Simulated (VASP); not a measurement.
# RuS2 (Pa-3) in VASP: single point with PBE

Aim: the single point of RuS2 with PBE.

Everything below comes from runs of VASP 6.6.1. Logs are shortened: lines on timing, memory, paths and dates and some standing lists are left out, and cuts for length are marked.

### 1 The cell of the first run

The structure is cubic, space group Pa-3 (No. 205). The conventional cell has a = 5.650 Å, b = 5.650 Å, c = 5.650 Å, α = 90.00°, β = 90.00°, γ = 90.00°. Ru (site symmetry -3) has 6 S at 2.37 Å within 3.1 Å. Within 2.9 Å of S (site symmetry 3) lie 1 S at 2.21 Å and 3 Ru at 2.37 Å.

### 2 Single point, PBE

File INCAR:

```
SYSTEM = RuS2
ALGO = Normal
EDIFF = 1E-6
ENCUT = 520
GGA = PE
ISIF = 2
ISMEAR = 0
LASPH = .True.
LCHARG = .False.
LREAL = .False.
LWAVE = .False.
NBANDS = 64
NELM = 100
PREC = Accurate
SIGMA = 0.02
```

File KPOINTS:

```
k-points
0
Gamma
  6 6 6
  0 0 0
```

File POSCAR:

```
RuS2
1.0
    5.6495028099      0.0000000000      0.0000000000
    0.0000000000      5.6495028099      0.0000000000
    0.0000000000      0.0000000000      5.6495028099
Ru S
4 8
Direct
    0.0000000000      0.5000000000      0.5000000000
    0.5000000000      0.5000000000      0.0000000000
    0.5000000000      0.0000000000      0.5000000000
    0.0000000000      0.0000000000      0.0000000000
    0.3868855466      0.1131144534      0.8868855466
    0.1131144534      0.8868855466      0.3868855466
    0.8868855466      0.3868855466      0.1131144534
    0.6131144534      0.6131144534      0.6131144534
    0.3868855466      0.3868855466      0.3868855466
    0.1131144534      0.6131144534      0.8868855466
    0.8868855466      0.1131144534      0.6131144534
    0.6131144534      0.8868855466      0.1131144534
```

Potentials or basis: VASP PAW PBE potentials, release 64 (Ru_pv, S).

Started as:

```bash
$ cat potpaw_PBE.64/Ru_pv/POTCAR potpaw_PBE.64/S/POTCAR > POTCAR
$ mpirun -np 1 vasp_std > vasp.out
```

OUTCAR:

```text
SYSTEM = RuS2
   EDIFF = 1E-6
   ENCUT = 520
   GGA = PE
   ISIF = 2
   ISMEAR = 0
   LASPH = .True.
   LREAL = .False.
   NELM = 100
   PREC = Accurate

 ion  position               nearest neighbor table
   1  0.000  0.500  0.500-   6 2.37   7 2.37   8 2.37   9 2.37  10 2.37  11 2.37
   2  0.500  0.500  0.000-   5 2.37   7 2.37   8 2.37   9 2.37  10 2.37  12 2.37
   3  0.500  0.000  0.500-   5 2.37   6 2.37   8 2.37   9 2.37  11 2.37  12 2.37
   4  0.000  0.000  0.000-   5 2.37   6 2.37   7 2.37  10 2.37  11 2.37  12 2.37
   5  0.387  0.113  0.887-  12 2.21   3 2.37   4 2.37   2 2.37
   6  0.113  0.887  0.387-  11 2.21   3 2.37   4 2.37   1 2.37
   7  0.887  0.387  0.113-  10 2.21   2 2.37   4 2.37   1 2.37
   8  0.613  0.613  0.613-   9 2.21   2 2.37   3 2.37   1 2.37
   9  0.387  0.387  0.387-   8 2.21   2 2.37   3 2.37   1 2.37
  10  0.113  0.613  0.887-   7 2.21   2 2.37   4 2.37   1 2.37
  11  0.887  0.113  0.613-   6 2.21   3 2.37   4 2.37   1 2.37
  12  0.613  0.887  0.113-   5 2.21   3 2.37   4 2.37   2 2.37

  LATTYP: Found a simple cubic cell.
 ALAT       =     5.6495028099

  Lattice vectors:

 A1 = (   5.6495028099,   0.0000000000,   0.0000000000)
 A2 = (   0.0000000000,   5.6495028099,   0.0000000000)
 A3 = (   0.0000000000,   0.0000000000,   5.6495028099)

Analysis of symmetry for initial positions (statically):
=====================================================================
 Subroutine PRICEL returns:
 Original cell was already a primitive cell.

 Routine SETGRP: Setting up the symmetry group for a
 simple cubic supercell.

 Subroutine GETGRP returns: Found 24 space group operations
 (whereof  6 operations were pure point group operations)
 out of a pool of 48 trial point group operations.

The static configuration has the point symmetry S_6 .
 The point group associated with its full space group is T_h .

Analysis of symmetry for dynamics (positions and initial velocities):
=====================================================================
 Subroutine PRICEL returns:
 Original cell was already a primitive cell.

 Routine SETGRP: Setting up the symmetry group for a
 simple cubic supercell.

 Subroutine GETGRP returns: Found 24 space group operations
 (whereof  6 operations were pure point group operations)
 out of a pool of 48 trial point group operations.

The dynamic configuration has the point symmetry S_6 .
 The point group associated with its full space group is T_h .

 Subroutine INISYM returns: Found 24 space group operations
[... 127 lines left out ...]
   NELECT =     104.0000    total number of electrons
   NUPDOWN=      -1.0000    fix difference up-down
   EMIN   =  10.00;   EMAX   =-10.00  energy-range for DOS
   EFERMI =   0.00;   METHOD = LEGACY
   ISMEAR =     0;   SIGMA  =   0.02  broadening in eV -4-tet -1-fermi 0-gaus
   EFERMI_NEDOS =   21; number of points for ismear=-14 and -15
   IALGO  =     38    algorithm
   IMIX   =      4    mixing-type and parameters
     AMIX     =   0.40;   BMIX     =  1.00
     AMIX_MAG =   1.60;   BMIX_MAG =  1.00
  volume/ion in A,a.u.               =      15.03       101.40
  Fermi-wavevector in a.u.,A,eV,Ry     =   1.362728  2.575182 25.266379  1.857026
  Thomas-Fermi vector in A             =   2.489192
   LORBIT       =      0    0 simple, 1 ext, 2 COOP (PROOUT), +10 PAW based schemes
   GGA     = PE    functional components
   LHFCALC =     F    Hartree Fock is set to
   AEXX    =    0.0000 exact exchange contribution
   IVDW    =     0    specifies the selected vdW correction
   LEPSILON=     F    determine dielectric tensor
   LRPA    =     F    only Hartree local field effects (RPA)
 non-spin polarized calculation
 Gauss-broadening in eV      SIGMA  =   0.02
  energy-cutoff  :      520.00
  volume of cell :      180.31
 maximum number of plane-waves:      4945
   NGX = 21   NGY = 21   NGZ = 21

 number of electron     104.0000050 magnetization

 Free energy of the ion-electron system (eV)
  ---------------------------------------------------
  ext. energy  EPLUGINS =         0.00000000
  ---------------------------------------------------
  free energy    TOTEN  =       -76.60082966 eV

  energy without entropy =      -76.60082966  energy(sigma->0) =      -76.60082966

 E-fermi :   8.8522     XC(G=0): -11.8430

 val. band max:        8.7021423908   @ k =   0.5000   0.0000   0.0000
 cond. band min:       9.3126391839   @ k =   0.0000   0.0000   0.0000
 fundamental gap:      0.6104967931
 Fermi energy:         8.8522331870

 k-point     1 :       0.0000    0.0000    0.0000
  band No.  band energies     occupation
      1     -33.2601      2.00000
      2     -33.2601      2.00000
      3     -33.2601      2.00000
      4     -33.2513      2.00000
      5     -33.2513      2.00000
      6     -33.2484      2.00000
[... 1597 lines left out ...]
     63      12.4025      0.00000
     64      12.4025      0.00000

------------------------ aborting loop because EDIFF is reached ----------------------------------------

  FORCE on cell =-STRESS in cart. coord.  units (eV):
  Direction    XX          YY          ZZ          XY          YZ          ZX
  --------------------------------------------------------------------------------------
  -------------------------------------------------------------------------------------
  Total       -0.3531499     -0.3531499     -0.3531499      0.0000000      0.0000000     -0.0000000
  in kB       -3.1378991     -3.1378991     -3.1378991      0.0000000      0.0000000     -0.0000000
  external PRESSURE =      -3.1378991 kB  Pullay stress =       0.0000000 kB

 VOLUME and BASIS-vectors are now :
 -----------------------------------------------------------------------------
  energy-cutoff  :      520.00
  volume of cell :      180.31
      direct lattice vectors                 reciprocal lattice vectors
     5.649502810  0.000000000  0.000000000     0.177006727  0.000000000  0.000000000
     0.000000000  5.649502810  0.000000000     0.000000000  0.177006727  0.000000000
     0.000000000  0.000000000  5.649502810     0.000000000  0.000000000  0.177006727

 POSITION                                       TOTAL-FORCE (eV/Angst)
 -----------------------------------------------------------------------------------
      0.00000      2.82475      2.82475        -0.000000      0.000000      0.000000
      2.82475      2.82475      0.00000        -0.000000      0.000000      0.000000
      2.82475      0.00000      2.82475        -0.000000      0.000000      0.000000
      0.00000      0.00000      0.00000        -0.000000      0.000000      0.000000
      2.18571      0.63904      5.01046         0.004387     -0.004387      0.004387
      0.63904      5.01046      2.18571        -0.004387      0.004387      0.004387
      5.01046      2.18571      0.63904         0.004387      0.004387     -0.004387
      3.46379      3.46379      3.46379        -0.004387     -0.004387     -0.004387
      2.18571      2.18571      2.18571         0.004387      0.004387      0.004387
      0.63904      3.46379      5.01046        -0.004387     -0.004387      0.004387
      5.01046      0.63904      3.46379         0.004387     -0.004387     -0.004387
      3.46379      5.01046      0.63904        -0.004387      0.004387     -0.004387
 -----------------------------------------------------------------------------------
    total drift:                                0.000000      0.000000     -0.000000

  FREE ENERGIE OF THE ION-ELECTRON SYSTEM (eV)
  ---------------------------------------------------
  free  energy   TOTEN  =       -76.6008296611 eV

  energy  without entropy=      -76.6008296611  energy(sigma->0) =      -76.60082966
```

OSZICAR:

```text
N       E                     dE             d eps       ncg     rms          rms(c)
DAV:   1     0.999471660746E+03    0.99947E+03   -0.56505E+04  3352   0.159E+03
DAV:   2    -0.360233163826E+01   -0.10031E+04   -0.96936E+03  3368   0.421E+02
DAV:   3    -0.764538701470E+02   -0.72852E+02   -0.71035E+02  3920   0.102E+02
DAV:   4    -0.784525238329E+02   -0.19987E+01   -0.19808E+01  3568   0.162E+01
DAV:   5    -0.784911761968E+02   -0.38652E-01   -0.38631E-01  3712   0.244E+00    0.362E+01
DAV:   6    -0.773874779540E+02    0.11037E+01   -0.11977E+01  3272   0.187E+01    0.158E+01
DAV:   7    -0.769139860630E+02    0.47349E+00   -0.54273E+00  3264   0.137E+01    0.129E+01
DAV:   8    -0.766045443822E+02    0.30944E+00   -0.10656E+00  3176   0.598E+00    0.797E-01
DAV:   9    -0.766007993860E+02    0.37450E-02   -0.70535E-02  3440   0.107E+00    0.410E-01
DAV:  10    -0.766007309985E+02    0.68388E-04   -0.67193E-03  3392   0.394E-01    0.201E-01
DAV:  11    -0.766008072688E+02   -0.76270E-04   -0.10936E-03  3400   0.155E-01    0.713E-02
DAV:  12    -0.766008407097E+02   -0.33441E-04   -0.30613E-04  3312   0.906E-02    0.574E-02
DAV:  13    -0.766008317459E+02    0.89638E-05   -0.32349E-05  3312   0.350E-02    0.199E-02
DAV:  14    -0.766008303084E+02    0.14376E-05   -0.41416E-06  2776   0.880E-03    0.595E-03
DAV:  15    -0.766008296611E+02    0.64727E-06   -0.35864E-07  1536   0.269E-03
   1 F= -.76600830E+02 E0= -.76600830E+02  d E =-.109020E-27
```

stdout:

```text
POSCAR found type information on POSCAR RuS
 POSCAR found :  2 types and      12 ions
 scaLAPACK will be used
 LDA part: xc-table for (Slater+PW92), standard interpolation
 POSCAR, INCAR and KPOINTS ok, starting setup
 FFT: planning ... GRIDC
 FFT: planning ... GRID_SOFT
 FFT: planning ... GRID
 WAVECAR not read
 entering main loop
```

Wall time 7.2 min (1 thread of Oxide Virtual Turin-like, shared host); peak memory 0.34 GiB.

Results:

| Quantity | Value |
| --- | --- |
| Free energy | -76.6008 eV |
| Pressure | -0.3 GPa |
| Largest force | 0.008 eV/Å |
| Band gap on the k mesh | 0.61 eV (least direct gap 0.83 eV) |

Forces on the atoms (eV/Å):
```
Ru   0.000  0.000  0.000
Ru   0.000  0.000  0.000
Ru   0.000  0.000  0.000
Ru   0.000  0.000  0.000
S    0.004 -0.004  0.004
S   -0.004  0.004  0.004
S    0.004  0.004 -0.004
S   -0.004 -0.004 -0.004
S    0.004  0.004  0.004
S   -0.004 -0.004  0.004
S    0.004 -0.004 -0.004
S   -0.004  0.004 -0.004
```

Levels at points of the mesh, in eV from the valence-band top:
| k point | band 48 | band 49 | band 50 | band 51 | band 52 | band 53 | band 54 | band 55 | band 56 | band 57 |
| --- | --- | --- | --- | --- | --- | --- | --- | --- | --- | --- |
| (0.00, 0.00, 0.00) | -0.59 | -0.52 | -0.52 | -0.52 | -0.22 | 0.61 | 2.48 | 2.48 | 2.48 | 2.52 |
| (0.50, 0.00, 0.00) | -0.46 | -0.27 | -0.27 | 0.00 | 0.00 | 1.99 | 1.99 | 2.18 | 2.18 | 3.05 |
| (0.50, 0.50, 0.00) | -0.55 | -0.11 | -0.11 | -0.11 | -0.11 | 2.36 | 2.36 | 2.36 | 2.36 | 2.64 |
| (0.50, 0.50, 0.50) | -1.50 | -0.66 | -0.66 | -0.66 | -0.66 | 2.17 | 2.17 | 2.17 | 2.17 | 3.45 |

A k mesh can miss the band edges.
